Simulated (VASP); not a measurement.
Input of a VASP 6.6.1 run:

POSCAR

```
Mg
1.0
    0.0000000000      2.2649029606      2.2649029606
    2.2649029606      0.0000000000      2.2649029606
    2.2649029606      2.2649029606      0.0000000000
Mg
1
Direct
    0.0000000000      0.0000000000      0.0000000000
```

The input INCAR.step1:

```
SYSTEM = Mg
  ALGO = Normal
  EDIFF = 1E-4
  ENCUT = 600
  GGA = PE
  ISMEAR = -1
  LASPH = .True.
  LCHARG = .False.
  LREAL = .False.
  LWAVE = .True.
  NELM = 100
  PREC = Accurate
  SIGMA = 0.1
```

File INCAR.step2:

```
SYSTEM = Mg
  ALGO = Normal
  EDIFF = 1E-6
  EDIFFG = -0.01
  ENCUT = 600
  IBRION = 2
  ISIF = 3
  ISMEAR = -1
  ISTART = 1
  LASPH = .True.
  LCHARG = .False.
  LMIXTAU = .True.
  LREAL = .False.
  LWAVE = .False.
  METAGGA = R2SCAN
  NELM = 100
  NSW = 80
  PREC = Accurate
  SIGMA = 0.1
```

KPOINTS

```
k-points
0
Gamma
  12 12 12
  0 0 0
```

Potentials or basis: VASP PAW PBE potentials, release 64 (Mg).

The run is started by

```bash
$ cat potpaw_PBE.64/Mg/POTCAR > POTCAR
$ cp INCAR.step1 INCAR
$ mpirun -np 1 vasp_std > vasp.out
$ cp INCAR.step2 INCAR
$ mpirun -np 1 vasp_std > vasp.out
```

Q: Predict the band gap on the k mesh.

A: Zero (bands 1 and 2 overlap by 2.76 eV).

Q: Estimate the relaxed cell.

A: a = 3.173 Å, b = 3.173 Å, c = 3.173 Å, α = 60.00°, β = 60.00°, γ = 60.00°.

Q: Predict the relaxed volume.

A: 22.58 Å³/atom.

The path:
| step | energy change (eV) | largest force (eV/Å) | pressure (GPa) | volume (Å³) |
| --- | --- | --- | --- | --- |
| 1 | 0.0000 | 0.0000 | -1.09 | 23.24 |
| 2 | -0.0023 | 0.0000 | -0.25 | 22.71 |
| 3 | -0.0024 | 0.0000 | -0.04 | 22.58 |

Caveat: the PAW data sets were made with another functional, which shifts forces and pressure a little.
